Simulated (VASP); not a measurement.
# Pd (Fm-3m) in VASP: a series of runs

Runs on Pd. Level: r2SCAN. Tasks: single point.

All numbers are computed with VASP 6.6.1; they aren't measurements. Logs are shortened: lines on timing, memory, paths and dates and some standing lists are left out, and cuts for length are marked.

### Step 1. The cell of the first run

The structure is cubic, space group Fm-3m (No. 225). The conventional cell has a = 3.907 Å, b = 3.907 Å, c = 3.907 Å, α = 90.00°, β = 90.00°, γ = 90.00°. Within 3.6 Å of Pd (site symmetry m-3m) lie 12 Pd at 2.76 Å.

### Step 2. Single point, r2SCAN (14.92 Å³/atom)

Contents of POSCAR:

```
Pd
1.0
    0.0000000000      1.9537354724      1.9537354724
    1.9537354724      0.0000000000      1.9537354724
    1.9537354724      1.9537354724      0.0000000000
Pd
1
Direct
    0.0000000000      0.0000000000      0.0000000000
```

Contents of INCAR.step1:

```
  PREC = Accurate
  ENCUT = 520
  ISMEAR = 0
  SIGMA = 0.05
  LREAL = F
  LASPH = T
  NELM = 60
  NBANDS = 11
  GGA = PE
  ALGO = Normal
  EDIFF = 1E-4
  LWAVE = T
  LCHARG = F
```

Contents of INCAR.step2:

```
  PREC = Accurate
  ENCUT = 520
  EDIFF = 1E-7
  ISMEAR = 0
  SIGMA = 0.05
  LREAL = F
  LASPH = T
  NELM = 60
  ALGO = Normal
  ISIF = 2
  LWAVE = F
  LCHARG = F
  METAGGA = R2SCAN
  LMIXTAU = T
  NBANDS = 11
  ISTART = 1
```

Contents of KPOINTS:

```
Automatic mesh
0
Gamma
  20 20 20
```

Potentials or basis: VASP PAW PBE potentials, release 64 (Pd).

Launch:

```bash
> cat potpaw_PBE.64/Pd/POTCAR > POTCAR
> cp INCAR.step1 INCAR
> mpirun -np 1 vasp_std > vasp.out
> cp INCAR.step2 INCAR
> mpirun -np 1 vasp_std > vasp.out
```

OUTCAR:

```text
PREC = Accurate
   ENCUT = 520
   EDIFF = 1E-7
   ISMEAR = 0
   LREAL = F
   LASPH = T
   NELM = 60
   ISIF = 2
   METAGGA = R2SCAN
   ISTART = 1

 ion  position               nearest neighbor table
   1  0.000  0.000  0.000-

  LATTYP: Found a face centered cubic cell.
 ALAT       =     3.9074709448

  Lattice vectors:

 A1 = (   0.0000000000,   1.9537354724,   1.9537354724)
 A2 = (   1.9537354724,   0.0000000000,   1.9537354724)
 A3 = (   1.9537354724,   1.9537354724,   0.0000000000)

Analysis of symmetry for initial positions (statically):
=====================================================================
 Subroutine PRICEL returns:
 Original cell was already a primitive cell.

 Routine SETGRP: Setting up the symmetry group for a
 face centered cubic supercell.

 Subroutine GETGRP returns: Found 48 space group operations
 (whereof 48 operations were pure point group operations)
 out of a pool of 48 trial point group operations.

The static configuration has the point symmetry O_h .

Analysis of symmetry for dynamics (positions and initial velocities):
=====================================================================
 Subroutine PRICEL returns:
 Original cell was already a primitive cell.

 Routine SETGRP: Setting up the symmetry group for a
 face centered cubic supercell.

 Subroutine GETGRP returns: Found 48 space group operations
 (whereof 48 operations were pure point group operations)
 out of a pool of 48 trial point group operations.

The dynamic configuration has the point symmetry O_h .

 Subroutine INISYM returns: Found 48 space group operations
 (whereof 48 operations are pure point group operations),
 and found     1 'primitive' translations

----------------------------------------------------------------------------------------

                                     Primitive cell

  volume of cell :      14.9151

  direct lattice vectors                    reciprocal lattice vectors
     0.000000000  1.953735472  1.953735472    -0.255920009  0.255920009  0.255920009
     1.953735472  0.000000000  1.953735472     0.255920009 -0.255920009  0.255920009
     1.953735472  1.953735472  0.000000000     0.255920009  0.255920009 -0.255920009

  length of vectors
     2.762999202  2.762999202  2.762999202     0.443266459  0.443266459  0.443266459

  position of ions in fractional coordinates (direct lattice)
     0.000000000  0.000000000  0.000000000

  ion indices of the primitive-cell ions
   primitive index   ion index
                 1           1

----------------------------------------------------------------------------------------

 KPOINTS: Automatic mesh

Automatic generation of k-mesh.
 Grid dimensions read from file:
 generate k-points for:   20   20   20

 Generating k-lattice:

  Cartesian coordinates                     Fractional coordinates (reciprocal lattice)
    -0.012796000  0.012796000  0.012796000     0.050000000  0.000000000  0.000000000
     0.012796000 -0.012796000  0.012796000     0.000000000  0.050000000  0.000000000
     0.012796000  0.012796000 -0.012796000     0.000000000  0.000000000  0.050000000

  Length of vectors
     0.022163323  0.022163323  0.022163323

  Shift w.r.t. Gamma in fractional coordinates (k-lattice)
     0.000000000  0.000000000  0.000000000

 Subroutine IBZKPT returns following result:
 ===========================================

 Found    256 irreducible k-points:

 Following reciprocal coordinates:
            Coordinates               Weight
  0.000000  0.000000  0.000000      1.000000
  0.050000  0.000000  0.000000      8.000000
  0.100000  0.000000  0.000000      8.000000
  0.150000  0.000000  0.000000      8.000000
  0.200000  0.000000  0.000000      8.000000
  0.250000  0.000000  0.000000      8.000000
[... 16 lines left out ...]
 -0.400000  0.050000  0.000000     24.000000
 -0.350000  0.050000  0.000000     24.000000
 [... further k-points ...]
   k-points           NKPTS =    256   k-points in BZ     NKDIM =    256   number of bands    NBANDS=     11
   number of dos      NEDOS =    301   number of ions     NIONS =      1
   total plane-waves  NPLWV =  13824
   dimension x,y,z NGX =    24 NGY =   24 NGZ =   24
   dimension x,y,z NGXF=    48 NGYF=   48 NGZF=   48
   ions per type =               1
   NGX,Y,Z   is equivalent  to a cutoff of  14.44, 14.44, 14.44 a.u.
   NGXF,Y,Z  is equivalent  to a cutoff of  28.88, 28.88, 28.88 a.u.
 SYSTEM =  unknown system
   PREC   = accura    normal or accurate (medium, high low for compatibility)
   ISTART =      1    job   : 0-new  1-cont  2-samecut
   ICHARG =      0    charge: 1-file 2-atom 10-const
   ISPIN  =      1    spin polarized calculation?
   LNONCOLLINEAR =      F non collinear calculations
   LSORBIT =      F    spin-orbit coupling
   LASPH  =      T    aspherical Exc in radial PAW
   ENCUT  =  520.0 eV  38.22 Ry    6.18 a.u.   5.14  5.14  5.14*2*pi/ulx,y,z
   NELM   =     60;   NELMIN=  2; NELMDL=  0     # of ELM steps
   EDIFF  = 0.1E-06   stopping-criterion for ELM
   LREAL  =      F    real-space projection
   EDIFFG = 0.1E-05   stopping-criterion for IOM
   NSW    =      0    number of steps for IOM
   IBRION =     -1    ionic relax: 0-MD 1-quasi-New 2-CG
   NFREE  =      0    steps in history (QN), initial steepest desc. (CG)
   ISIF   =      2    stress and relaxation
   ISYM   =      2    0-nonsym 1-usesym 2-fastsym
   POTIM  = 0.5000    time-step for ionic-motion
   TEBEG  =    0.0;   TEEND  =   0.0 temperature during run
   PSTRESS=    0.0 pullay stress
   NELECT =      10.0000    total number of electrons
   NUPDOWN=      -1.0000    fix difference up-down
   EMIN   =  10.00;   EMAX   =-10.00  energy-range for DOS
   EFERMI =   0.00;   METHOD = LEGACY
   ISMEAR =     0;   SIGMA  =   0.05  broadening in eV -4-tet -1-fermi 0-gaus
   EFERMI_NEDOS =   21; number of points for ismear=-14 and -15
   IALGO  =     38    algorithm
   IMIX   =      4    mixing-type and parameters
     AMIX     =   0.40;   BMIX     =  1.00
     AMIX_MAG =   1.60;   BMIX_MAG =  1.00
  volume/ion in A,a.u.               =      14.92       100.65
  Fermi-wavevector in a.u.,A,eV,Ry     =   1.432845  2.707684 27.933352  2.053043
  Thomas-Fermi vector in A             =   2.552428
   LORBIT       =      0    0 simple, 1 ext, 2 COOP (PROOUT), +10 PAW based schemes
   METAGGA = R2SCAN    functional components
   LHFCALC =     F    Hartree Fock is set to
   AEXX    =    0.0000 exact exchange contribution
   IVDW    =     0    specifies the selected vdW correction
   LEPSILON=     F    determine dielectric tensor
   LRPA    =     F    only Hartree local field effects (RPA)
 non-spin polarized calculation
 Gauss-broadening in eV      SIGMA  =   0.05
  energy-cutoff  :      520.00
  volume of cell :       14.92
 maximum number of plane-waves:       415
 NGX is ok and might be reduce to    24
   NGX = 11   NGY = 11   NGZ = 11

 number of electron       9.9999998 magnetization

 Free energy of the ion-electron system (eV)
  ---------------------------------------------------
  ext. energy  EPLUGINS =         0.00000000
  ---------------------------------------------------
  free energy    TOTEN  =       -22.94459340 eV

  energy without entropy =      -22.94146482  energy(sigma->0) =      -22.94302911

 E-fermi :   9.4059     XC(G=0): -14.0518

 val. band max:        9.4034624367   @ k =  -0.4500   0.3000   0.0000
 cond. band min:       9.4161686985   @ k =  -0.2000   0.1500   0.0000
 fundamental gap:      0.0127062618
 Fermi energy:         9.4059178432

 k-point     1 :       0.0000    0.0000    0.0000
  band No.  band energies     occupation
      1       2.3199      2.00000
      2       6.5532      2.00000
      3       6.5532      2.00000
      4       6.5532      2.00000
      5       8.1332      2.00000
      6       8.1332      2.00000
      7      27.4394      0.00000
      8      31.9018      0.00000
      9      32.3635      0.00000
     10      32.3635      0.00000
     11      32.3635      0.00000

 k-point     2 :       0.0500    0.0000    0.0000
  band No.  band energies     occupation
      1       2.4135      2.00000
      2       6.5202      2.00000
      3       6.5858      2.00000
      4       6.5858      2.00000
      5       8.1177      2.00000
      6       8.1177      2.00000
      7      27.5355      0.00000
      8      31.6668      0.00000
      9      31.9525      0.00000
     10      32.4667      0.00000
     11      32.4667      0.00000

 k-point     3 :       0.1000    0.0000    0.0000
  band No.  band energies     occupation
      1       2.6859      2.00000
      2       6.4353      2.00000
      3       6.6731      2.00000
      4       6.6731      2.00000
      5       8.0829      2.00000
      6       8.0829      2.00000
      7      27.7611      0.00000
      8      30.3140      0.00000
      9      31.9253      0.00000
     10      32.7618      0.00000
     11      32.7618      0.00000

 k-point     4 :       0.1500    0.0000    0.0000
  band No.  band energies     occupation
      1       3.1054      2.00000
      2       6.3440      2.00000
      3       6.7806      2.00000
      4       6.7806      2.00000
      5       8.0659      2.00000
      6       8.0659      2.00000
      7      27.7154      0.00000
      8      29.0028      0.00000
      9      31.9211      0.00000
     10      33.2015      0.00000
     11      33.2015      0.00000

 k-point     5 :       0.2000    0.0000    0.0000
  band No.  band energies     occupation
      1       3.5956      2.00000
      2       6.3393      2.00000
      3       6.8498      2.00000
      4       6.8498      2.00000
      5       8.1267      2.00000
      6       8.1267      2.00000
      7      26.3941      0.00000
      8      28.7074      0.00000
      9      31.9172      0.00000
     10      33.6815      0.00000
     11      33.6815      0.00000
[... 211 lines left out ...]
 k-point    21 :       0.5000    0.0500    0.0000
  band No.  band energies     occupation
      1       4.1455      2.00000
      2       6.4323      2.00000
      3       6.5386      2.00000
      4       8.9483      2.00000
      5       9.3858      1.43150
      6      11.1612      0.00000
      7      17.1066      0.00000
      8      26.8980      0.00000
      9      31.0676      0.00000
     10      31.1763      0.00000
     11      31.9307      0.00000

 k-point    22 :      -0.4500    0.0500    0.0000
  band No.  band energies     occupation
      1       4.1533      2.00000
      2       6.4475      2.00000
      3       6.5379      2.00000
      4       8.9594      2.00000
      5       9.3009      1.99703
      6      11.0309      0.00000
      7      17.3099      0.00000
      8      26.9232      0.00000
      9      30.8770      0.00000
     10      31.5097      0.00000
     11      31.9272      0.00000

 k-point    23 :      -0.4000    0.0500    0.0000
  band No.  band energies     occupation
      1       4.1989      2.00000
      2       6.5058      2.00000
      3       6.5804      2.00000
      4       8.7064      2.00000
      5       9.0983      2.00000
      6      10.3015      0.00000
      7      18.5011      0.00000
      8      27.1232      0.00000
      9      31.0006      0.00000
     10      31.9286      0.00000
     11      32.1840      0.00000

 k-point    24 :      -0.3500    0.0500    0.0000
  band No.  band energies     occupation
      1       4.2613      2.00000
      2       6.5968      2.00000
      3       6.6605      2.00000
      4       8.1106      2.00000
      5       8.8108      2.00000
      6       9.5791      0.00000
      7      20.1781      0.00000
      8      27.4759      0.00000
      9      31.3807      0.00000
     10      31.9385      0.00000
     11      33.1694      0.00000

 [... further k-points ...]
[... 5 lines left out ...]
  --------------------------------------------------------------------------------------
  -------------------------------------------------------------------------------------
  Total        0.0594897      0.0594897      0.0594897      0.0000000      0.0000000      0.0000000
  in kB        6.3903597      6.3903597      6.3903597      0.0000000      0.0000000      0.0000000
  external PRESSURE =       6.3903597 kB  Pullay stress =       0.0000000 kB

 VOLUME and BASIS-vectors are now :
 -----------------------------------------------------------------------------
  energy-cutoff  :      520.00
  volume of cell :       14.92
      direct lattice vectors                 reciprocal lattice vectors
     0.000000000  1.953735472  1.953735472    -0.255920009  0.255920009  0.255920009
     1.953735472  0.000000000  1.953735472     0.255920009 -0.255920009  0.255920009
     1.953735472  1.953735472  0.000000000     0.255920009  0.255920009 -0.255920009

 POSITION                                       TOTAL-FORCE (eV/Angst)
 -----------------------------------------------------------------------------------
      0.00000      0.00000      0.00000         0.000000      0.000000      0.000000
 -----------------------------------------------------------------------------------
    total drift:                               -0.000000      0.000000     -0.000000

  FREE ENERGIE OF THE ION-ELECTRON SYSTEM (eV)
  ---------------------------------------------------
  free  energy   TOTEN  =       -22.9445933975 eV

  energy  without entropy=      -22.9414648194  energy(sigma->0) =      -22.94302911
```

It took 3.8 min on 1 thread of Intel Xeon 8259CL, shared host; peak memory 0.18 GiB.

What came out:

| Item | Value |
| --- | --- |
| Free energy | -22.9446 eV |
| Pressure | 0.6 GPa |
| Band gap on the k mesh | zero (bands 5 and 6 overlap by 1.66 eV) |

Levels at points of the mesh, in eV from the Fermi level:
```csv
k point,band 1,band 2,band 3,band 4,band 5,band 6,band 7,band 8,band 9,band 10
"(0.00, 0.00, 0.00)",-7.09,-2.85,-2.85,-2.85,-1.27,-1.27,18.03,22.50,22.96,22.96
"(0.50, 0.00, 0.00)",-5.32,-2.93,-2.93,-0.02,-0.02,1.33,7.63,17.43,22.03,22.03
"(0.50, 0.50, 0.00)",-5.43,-5.16,-0.09,0.32,0.32,3.67,11.21,13.88,13.88,21.91
```

Caveat: the PAW data sets were made with another functional, which shifts forces and pressure a little.

(Continued in part 2 of 2.)
